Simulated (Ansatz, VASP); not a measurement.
NaOs in VASP and in Ansatz

```
CELL_PARAMETERS angstrom
2.72679 0.00000 0.00000
0.00000 3.88200 0.00000
0.00000 0.00000 8.41858
ATOMIC_POSITIONS crystal
Na 0.50000 0.00000 0.18830
Na 0.00000 0.50000 0.81170
Os 0.50000 0.00000 0.55419
Os 0.00000 0.50000 0.44581
```

Alike in both runs: functional PBE; k mesh 16 × 10 × 4; occupations gaussian, width 0.1 eV; no spin polarisation.

Ansatz relaxed the structure, and its values are those at the end. VASP's run is a single point on that final structure, the one shown.

|  | VASP | Ansatz |
| --- | --- | --- |
| version | VASP 6.6.1 | Ansatz 0.2.0 |
| potentials or method | VASP PAW PBE potentials, release 64 (Na_pv, Os), cutoff 520 eV | scalar-relativistic, plane waves, PAW |
| valence electrons in the cell | 30 | 50 |

VASP gave:

- gap on the k mesh at the Fermi level (eV): none
- pressure (GPa): -0.2
- rms of the force components (eV/Å): 0.012

**Question.** Estimate Ansatz's values.

**Answer.** gap on the k mesh at the Fermi level (eV): none; pressure (GPa): 0.0; rms of the force components (eV/Å): 0.000.

A gap of «none» marks a metal or a gap that the smearing closes. With one functional, cell and mesh, what is left measures potentials, basis and numerics. VASP's potentials hold 30 valence electrons a cell and Ansatz's 50, so a difference there can come from the potentials and not from the codes.

Neither program's run includes spin-orbit coupling.
